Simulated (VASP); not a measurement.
Crystal: Nb.

```
Nb
1.0
    -1.66395    1.66395    1.66395
     1.66395   -1.66395    1.66395
     1.66395    1.66395   -1.66395
Nb
1
Direct
  0.00000 0.00000 0.00000
```

* Program: VASP 6.6.1
* Task: relaxation of volume and atoms at fixed shape
* Functional: r2SCAN
* Potentials or basis: VASP PAW PBE potentials, release 64 (Nb_sv)
* Cutoff: 600 eV
* k mesh: 9 × 9 × 9
* Occupations: fermi-dirac, width 0.02 eV
* Spin: no spin polarisation

At the start: pressure -4.1 GPa; volume 18.43 Å³/atom.

Problem. How do energy, volume and symmetry change on relaxing?

Solution. Over 3 steps the energy falls by 5.7 meV/atom and the volume is 17.99 Å³/atom (-2.4 %); space group Im-3m (No. 229, to 0.05 Å).

Step by step:
| step | energy change (eV) | largest force (eV/Å) | pressure (GPa) | volume (Å³) |
| --- | --- | --- | --- | --- |
| 1 | 0.0000 | 0.0000 | -4.07 | 18.43 |
| 2 | 0.0133 | 0.0000 | 8.12 | 17.21 |
| 3 | -0.0057 | 0.0000 | -0.02 | 17.99 |

Final structure:
```xyz
1
Lattice="-1.6506 1.6506 1.6506 1.6506 -1.6506 1.6506 1.6506 1.6506 -1.6506" Properties=species:S:1:pos:R:3 pbc="T T T"
Nb    0.0000    0.0000    0.0000
```

Caveat: the PAW data sets were made with another functional, which shifts forces and pressure a little.
